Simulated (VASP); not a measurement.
KZnF3, 5 atoms in the cell. Symmetry: P4/mmm, No. 123, tetragonal system. Conventional cell: a = 3.923 Å, b = 3.923 Å, c = 4.316 Å, α = 90.00°, β = 90.00°, γ = 90.00°. Within 3.7 Å of K (site symmetry 4/mmm) lie 12 F at 2.77 to 2.92 Å and 8 Zn at 3.51 Å. Zn (site symmetry 4/mmm) has 6 F at 1.96 to 2.16 Å within 2.6 Å. F (site symmetry 4/mmm) has 2 Zn at 2.16 Å and 4 K at 2.77 Å and 8 F at 2.92 Å within 3.0 Å. Within 2.6 Å of F (site symmetry mmm) lie 2 Zn at 1.96 Å.  This cell differs from its parent crystal: ratio of the length along z to the lengths across it x 1.1, volume and fractional coordinates fixed.

* Program: VASP 6.6.1
* Task: single point
* Functional: LDA
* Potentials or basis: VASP PAW LDA potentials, release 64 (K_sv, Zn, F)
* Cutoff: 520 eV
* k mesh: 6 × 6 × 6
* Occupations: gaussian, width 0.05 eV
* Spin: no spin polarisation
* Dipole correction: no
* Further INCAR settings: ALGO = Normal; EDIFF = 1e-06; NBANDS = 29

Potentials or basis: VASP PAW LDA potentials, release 64 (K_sv, Zn, F).

The run is started by

```sh
$ cat potpaw_LDA.64/K_sv/POTCAR potpaw_LDA.64/Zn/POTCAR potpaw_LDA.64/F/POTCAR > POTCAR
$ mpirun -np 1 vasp_std > vasp.out
```

Hardware: 1 thread of Intel(R) Xeon(R) 6975P-C (Granite Rapids), with other jobs on the host.

How long does it take, and how much memory?

Wall time 58 s on 1 thread of Intel(R) Xeon(R) 6975P-C (Granite Rapids), on a shared host, peak memory 0.19 GiB. Counts: scf iterations 15, k points 40.
